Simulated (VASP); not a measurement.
# Sn15PbO16 (a cell with a defect) in VASP: single point with PBE

Aim: the single point of Sn15PbO16 (a cell with a defect) with PBE.

Program: VASP 6.6.1. These are calculated values, not measurements. Logs are shortened: lines on timing, memory, paths and dates and some standing lists are left out, and cuts for length are marked.

### 1 The cell of the first run

The cell holds a defect, 32 atoms: a = 7.627 Å, b = 7.627 Å, c = 9.774 Å, α = 90.00°, β = 90.00°, γ = 90.00°.

### 2 Single point, PBE

File INCAR:

```
SYSTEM = Sn15PbO16
ALGO = Normal ; EDIFF = 1E-7
ENCUT = 520 ; GGA = PE
ISIF = 2 ; ISMEAR = -1
LASPH = .TRUE. ; LCHARG = .FALSE.
LREAL = Auto ; LWAVE = .FALSE.
NBANDS = 182 ; NELM = 100
PREC = Accurate ; SIGMA = 0.01
```

File KPOINTS:

```
k-points
0
G
  3 3 2
  0 0 0
```

File POSCAR:

```
Sn15PbO16
1.0
    7.6273904400      0.0000000000      0.0000000000
    0.0000000000      7.6273904400      0.0000000000
    0.0000000000      0.0000000000      9.7738266000
Pb Sn O
1 15 16
Direct
    0.0000000000      0.2500000000      0.1310930755
    0.0000000000      0.2500000000      0.6226903655
    0.0000000000      0.7500000000      0.1163583970
    0.0000000000      0.7500000000      0.6216813669
    0.5000000000      0.2500000000      0.1163583970
    0.5000000000      0.2500000000      0.6216813669
    0.5000000000      0.7500000000      0.1189833390
    0.5000000000      0.7500000000      0.6210470641
    0.2503589381     -0.0003589381      0.3822643168
    0.2506162647     -0.0006162647      0.8789850612
    0.2503589381      0.5003589381      0.3822643168
    0.2506162647      0.5006162647      0.8789850612
    0.7496410619     -0.0003589381      0.3822643168
    0.7493837353     -0.0006162647      0.8789850612
    0.7496410619      0.5003589381      0.3822643168
    0.7493837353      0.5006162647      0.8789850612
    0.2567465566      0.2500000000     -0.0053344207
    0.2499104089      0.2500000000      0.5021236363
    0.2525629935      0.7500000000     -0.0000769885
    0.2501488478      0.7500000000      0.4995650519
    0.7432534434      0.2500000000     -0.0053344207
    0.7500895911      0.2500000000      0.5021236363
    0.7474370065      0.7500000000     -0.0000769885
    0.7498511522      0.7500000000      0.4995650519
    0.0000000000     -0.0067465566     -0.0053344207
    0.0000000000      0.0000895911      0.5021236363
    0.0000000000      0.5067465566     -0.0053344207
    0.0000000000      0.4999104089      0.5021236363
    0.5000000000     -0.0025629935     -0.0000769885
    0.5000000000     -0.0001488478      0.4995650519
    0.5000000000      0.5025629935     -0.0000769885
    0.5000000000      0.5001488478      0.4995650519
```

Potentials or basis: VASP PAW PBE potentials, release 64 (Pb_d, Sn_d, O).

Launch:

```console
> cat potpaw_PBE.64/Pb_d/POTCAR potpaw_PBE.64/Sn_d/POTCAR potpaw_PBE.64/O/POTCAR > POTCAR
> mpirun -np 1 vasp_std > vasp.out
```

OUTCAR:

```text
SYSTEM = Sn15PbO16
   EDIFF = 1E-7
   ENCUT = 520
   GGA = PE
   ISIF = 2
   ISMEAR = -1
   LASPH = .TRUE.
   LREAL = Auto
   NELM = 100
   PREC = Accurate

 ion  position               nearest neighbor table
   1  0.000  0.250  0.131-  17 2.37  21 2.37  25 2.37  27 2.37   9 3.65  11 3.65  13 3.65  15 3.65
                            10 3.66  14 3.66  12 3.66  16 3.66   3 3.82   5 3.82   3 3.82   5 3.82
   2  0.000  0.250  0.623-  18 2.24  22 2.24  26 2.24  28 2.24   9 3.58  11 3.58  13 3.58  15 3.58
                            10 3.69  14 3.69  12 3.69  16 3.69
   3  0.000  0.750  0.116-  25 2.20  27 2.20  19 2.24  23 2.24  10 3.56  12 3.56  14 3.56  16 3.56
                            13 3.75  11 3.75  15 3.75   9 3.75   1 3.82   1 3.82
   4  0.000  0.750  0.622-  26 2.24  28 2.24  20 2.25  24 2.25   9 3.57  11 3.57  13 3.57  15 3.57
                            10 3.69  14 3.69  12 3.69  16 3.69
   5  0.500  0.250  0.116-  17 2.20  21 2.20  29 2.24  31 2.24  10 3.56  12 3.56  14 3.56  16 3.56
                            13 3.75  11 3.75  15 3.75   9 3.75   1 3.82   1 3.82
   6  0.500  0.250  0.622-  18 2.24  22 2.24  30 2.25  32 2.25   9 3.57  11 3.57  13 3.57  15 3.57
                            10 3.69  14 3.69  12 3.69  16 3.69
   7  0.500  0.750  0.119-  19 2.22  23 2.22  29 2.22  31 2.22  10 3.57  12 3.57  14 3.57  16 3.57
                            13 3.72  11 3.72  15 3.72   9 3.72
   8  0.500  0.750  0.621-  20 2.25  24 2.25  30 2.25  32 2.25   9 3.56  11 3.56  13 3.56  15 3.56
                            10 3.69  14 3.69  12 3.69  16 3.69
   9  0.250  1.000  0.382-  20 2.22  30 2.22  26 2.24  18 2.24   8 3.56   6 3.57   4 3.57   2 3.58
                             1 3.65   7 3.72   5 3.75   3 3.75
  10  0.251  0.999  0.879-  17 2.22  25 2.22  19 2.24  29 2.24   3 3.56   5 3.56   7 3.57   1 3.66
                             2 3.69   8 3.69   4 3.69   6 3.69
  11  0.250  0.500  0.382-  20 2.22  32 2.22  28 2.24  18 2.24   8 3.56   6 3.57   4 3.57   2 3.58
                             1 3.65   7 3.72   5 3.75   3 3.75
  12  0.251  0.501  0.879-  17 2.22  27 2.22  19 2.24  31 2.24   3 3.56   5 3.56   7 3.57   1 3.66
                             2 3.69   8 3.69   4 3.69   6 3.69
  13  0.750  1.000  0.382-  24 2.22  30 2.22  26 2.24  22 2.24   8 3.56   6 3.57   4 3.57   2 3.58
                             1 3.65   7 3.72   5 3.75   3 3.75
  14  0.749  0.999  0.879-  21 2.22  25 2.22  23 2.24  29 2.24   3 3.56   5 3.56   7 3.57   1 3.66
[... 7 lines left out ...]
  19  0.253  0.750  1.000-   7 2.22   3 2.24  10 2.24  12 2.24
  20  0.250  0.750  0.500-   9 2.22  11 2.22   8 2.25   4 2.25
  21  0.743  0.250  0.995-   5 2.20  14 2.22  16 2.22   1 2.37
  22  0.750  0.250  0.502-   6 2.24  13 2.24  15 2.24   2 2.24
[... 8 lines left out ...]
  31  0.500  0.503  1.000-   7 2.22   5 2.24  12 2.24  16 2.24
  32  0.500  0.500  0.500-  11 2.22  15 2.22   8 2.25   6 2.25

  LATTYP: Found a simple tetragonal cell.
 ALAT       =     7.6273904400
 C/A-ratio  =     1.2814116016

  Lattice vectors:

 A1 = (   7.6273904400,   0.0000000000,   0.0000000000)
 A2 = (   0.0000000000,   7.6273904400,   0.0000000000)
 A3 = (   0.0000000000,   0.0000000000,   9.7738266000)

Analysis of symmetry for initial positions (statically):
=====================================================================
 Subroutine PRICEL returns:
 Original cell was already a primitive cell.

 Routine SETGRP: Setting up the symmetry group for a
 simple tetragonal supercell.

 Subroutine GETGRP returns: Found  8 space group operations
 (whereof  2 operations were pure point group operations)
 out of a pool of 16 trial point group operations.

The static configuration has the point symmetry C_1h.
 The point group associated with its full space group is C_4v.

Analysis of symmetry for dynamics (positions and initial velocities):
=====================================================================
 Subroutine PRICEL returns:
 Original cell was already a primitive cell.

 Routine SETGRP: Setting up the symmetry group for a
 simple tetragonal supercell.

 Subroutine GETGRP returns: Found  8 space group operations
 (whereof  2 operations were pure point group operations)
 out of a pool of 16 trial point group operations.

The dynamic configuration has the point symmetry C_1h.
 The point group associated with its full space group is C_4v.

 Subroutine INISYM returns: Found  8 space group operations
 (whereof  2 operations are pure point group operations),
 and found     1 'primitive' translations

[... 84 lines left out ...]

 KPOINTS: k-points

Automatic generation of k-mesh.
 Grid dimensions read from file:
 generate k-points for:    3    3    2

 Generating k-lattice:

  Cartesian coordinates                     Fractional coordinates (reciprocal lattice)
     0.043702146  0.000000000  0.000000000     0.333333333  0.000000000  0.000000000
     0.000000000  0.043702146  0.000000000     0.000000000  0.333333333  0.000000000
     0.000000000  0.000000000  0.051157036     0.000000000  0.000000000  0.500000000

  Length of vectors
     0.043702146  0.043702146  0.051157036

  Shift w.r.t. Gamma in fractional coordinates (k-lattice)
     0.000000000  0.000000000  0.000000000

 Subroutine IBZKPT returns following result:
 ===========================================

 Found      6 irreducible k-points:

 Following reciprocal coordinates:
            Coordinates               Weight
  0.000000  0.000000  0.000000      1.000000
  0.333333  0.000000  0.000000      4.000000
  0.333333  0.333333  0.000000      4.000000
  0.000000  0.000000  0.500000      1.000000
  0.333333  0.000000  0.500000      4.000000
  0.333333  0.333333  0.500000      4.000000
   k-points           NKPTS =      6   k-points in BZ     NKDIM =      6   number of bands    NBANDS=    182
   number of dos      NEDOS =    301   number of ions     NIONS =     32
   total plane-waves  NPLWV = 288000
   dimension x,y,z NGX =    60 NGY =   60 NGZ =   80
   dimension x,y,z NGXF=   120 NGYF=  120 NGZF=  160
   ions per type =               1  15  16
   NGX,Y,Z   is equivalent  to a cutoff of  13.08, 13.08, 13.61 a.u.
   NGXF,Y,Z  is equivalent  to a cutoff of  26.16, 26.16, 27.21 a.u.
 SYSTEM =  Sn15PbO16
   PREC   = accura    normal or accurate (medium, high low for compatibility)
   ISTART =      0    job   : 0-new  1-cont  2-samecut
   ICHARG =      2    charge: 1-file 2-atom 10-const
   ISPIN  =      1    spin polarized calculation?
   LNONCOLLINEAR =      F non collinear calculations
   LSORBIT =      F    spin-orbit coupling
   LASPH  =      T    aspherical Exc in radial PAW
   ENCUT  =  520.0 eV  38.22 Ry    6.18 a.u.  14.18 14.18 18.17*2*pi/ulx,y,z
   NELM   =    100;   NELMIN=  2; NELMDL= -5     # of ELM steps
   EDIFF  = 0.1E-06   stopping-criterion for ELM
   LREAL  =      T    real-space projection
   EDIFFG = 0.1E-05   stopping-criterion for IOM
   NSW    =      0    number of steps for IOM
   IBRION =     -1    ionic relax: 0-MD 1-quasi-New 2-CG
   NFREE  =      0    steps in history (QN), initial steepest desc. (CG)
   ISIF   =      2    stress and relaxation
   ISYM   =      2    0-nonsym 1-usesym 2-fastsym
   POTIM  = 0.5000    time-step for ionic-motion
   TEBEG  =    0.0;   TEEND  =   0.0 temperature during run
   PSTRESS=    0.0 pullay stress
   NELECT =     320.0000    total number of electrons
   NUPDOWN=      -1.0000    fix difference up-down
   EMIN   =  10.00;   EMAX   =-10.00  energy-range for DOS
   EFERMI =   0.00;   METHOD = LEGACY
   ISMEAR =    -1;   SIGMA  =   0.01  broadening in eV -4-tet -1-fermi 0-gaus
   EFERMI_NEDOS =   21; number of points for ismear=-14 and -15
   IALGO  =     38    algorithm
   IMIX   =      4    mixing-type and parameters
     AMIX     =   0.40;   BMIX     =  1.00
     AMIX_MAG =   1.60;   BMIX_MAG =  1.00
  volume/ion in A,a.u.               =      17.77       119.91
  Fermi-wavevector in a.u.,A,eV,Ry     =   1.351614  2.554180 24.855939  1.826860
  Thomas-Fermi vector in A             =   2.479021
   LORBIT       =      0    0 simple, 1 ext, 2 COOP (PROOUT), +10 PAW based schemes
   GGA     = PE    functional components
   LHFCALC =     F    Hartree Fock is set to
   AEXX    =    0.0000 exact exchange contribution
   IVDW    =     0    specifies the selected vdW correction
   LEPSILON=     F    determine dielectric tensor
   LRPA    =     F    only Hartree local field effects (RPA)
 non-spin polarized calculation
  energy-cutoff  :      520.00
  volume of cell :      568.61
 maximum number of plane-waves:     15334
 NGX is ok and might be reduce to    60
   NGX = 29   NGY = 29   NGZ = 37

 number of electron     320.0000186 magnetization

 Free energy of the ion-electron system (eV)
  ---------------------------------------------------
  ext. energy  EPLUGINS =         0.00000000
  ---------------------------------------------------
  free energy    TOTEN  =      -180.97855415 eV

  energy without entropy =     -180.97663745  energy(sigma->0) =     -180.97759580

 E-fermi :   7.0200     XC(G=0): -10.2043

 val. band max:        7.0172084275   @ k =   0.0000   0.0000   0.0000
 cond. band min:       7.0329569056   @ k =   0.0000   0.0000   0.0000
 fundamental gap:      0.0157484781
 Fermi energy:         7.0200153588

 k-point     1 :       0.0000    0.0000    0.0000
  band No.  band energies     occupation
      1     -14.9958      2.00000
      2     -14.9396      2.00000
      3     -14.9396      2.00000
      4     -14.8837      2.00000
      5     -14.8800      2.00000
      6     -14.8792      2.00000
[... 1039 lines left out ...]
    171       9.7651      0.00000
    172       9.7775      0.00000
 [bands above 172 left out]

------------------------ aborting loop because EDIFF is reached ----------------------------------------

  FORCE on cell =-STRESS in cart. coord.  units (eV):
  Direction    XX          YY          ZZ          XY          YZ          ZX
  --------------------------------------------------------------------------------------
  -------------------------------------------------------------------------------------
  Total       12.6099942     12.6099942      6.3894366      0.0000000     -0.0000000      0.0000000
  in kB       35.5311188     35.5311188     18.0034842      0.0000000     -0.0000000      0.0000000
  external PRESSURE =      29.6885739 kB  Pullay stress =       0.0000000 kB

 VOLUME and BASIS-vectors are now :
 -----------------------------------------------------------------------------
  energy-cutoff  :      520.00
  volume of cell :      568.61
      direct lattice vectors                 reciprocal lattice vectors
     7.627390440  0.000000000  0.000000000     0.131106439  0.000000000  0.000000000
     0.000000000  7.627390440  0.000000000     0.000000000  0.131106439  0.000000000
     0.000000000  0.000000000  9.773826600     0.000000000  0.000000000  0.102314072

 POSITION                                       TOTAL-FORCE (eV/Angst)
 -----------------------------------------------------------------------------------
      0.00000      1.90685      1.28128         0.000000     -0.000000      0.043085
      0.00000      1.90685      6.08607         0.000000     -0.000000      0.061519
      0.00000      5.72054      1.13727         0.000000     -0.000000      0.079320
      0.00000      5.72054      6.07621         0.000000     -0.000000      0.052475
      3.81370      1.90685      1.13727         0.000000     -0.000000      0.079320
      3.81370      1.90685      6.07621         0.000000     -0.000000      0.052475
[... 24 lines left out ...]
      3.81370      3.83324      9.77307         0.000000     -0.005999      0.004198
      3.81370      3.81483      4.88266         0.000000     -0.002350     -0.006403
 -----------------------------------------------------------------------------------
    total drift:                                0.000000      0.000000     -0.066175

  FREE ENERGIE OF THE ION-ELECTRON SYSTEM (eV)
  ---------------------------------------------------
  free  energy   TOTEN  =      -180.9785541456 eV

  energy  without entropy=     -180.9766374523  energy(sigma->0) =     -180.97759580
```

Wall time 15 min (1 thread of Intel Xeon Platinum 8375C at 2.90GHz (Ice Lake), shared host); peak memory 0.84 GiB.

What came out:

```yaml
Free_energy: -180.9786 eV
Pressure: 3.0 GPa
Largest_force: 0.079 eV/Å
Band_gap_on_the_k_mesh: 0.02 eV
```

Forces on the atoms (eV/Å):
```
Pb   0.000  0.000  0.043
Sn   0.000  0.000  0.062
Sn   0.000  0.000  0.079
Sn   0.000  0.000  0.052
Sn   0.000  0.000  0.079
Sn   0.000  0.000  0.052
Sn   0.000  0.000  0.073
Sn   0.000  0.000  0.062
Sn  -0.005  0.005 -0.060
Sn  -0.009  0.009 -0.061
Sn  -0.005 -0.005 -0.060
Sn  -0.009 -0.009 -0.061
Sn   0.005  0.005 -0.060
Sn   0.009  0.009 -0.061
Sn   0.005 -0.005 -0.060
Sn   0.009 -0.009 -0.061
O   -0.002  0.000  0.001
O   -0.002  0.000 -0.003
O   -0.006  0.000  0.004
O   -0.002  0.000 -0.006
O    0.002  0.000  0.001
O    0.002  0.000 -0.003
O    0.006  0.000  0.004
O    0.002  0.000 -0.006
O    0.000  0.002  0.001
O    0.000  0.002 -0.003
O    0.000 -0.002  0.001
O    0.000 -0.002 -0.003
O    0.000  0.006  0.004
O    0.000  0.002 -0.006
O    0.000 -0.006  0.004
O    0.000 -0.002 -0.006
```

Stress tensor (GPa, compression positive):
```
3.55 0.00 0.00
0.00 3.55 0.00
0.00 0.00 1.80
```

Caveat: spin-orbit coupling is left out, which moves the levels of the heavy elements.
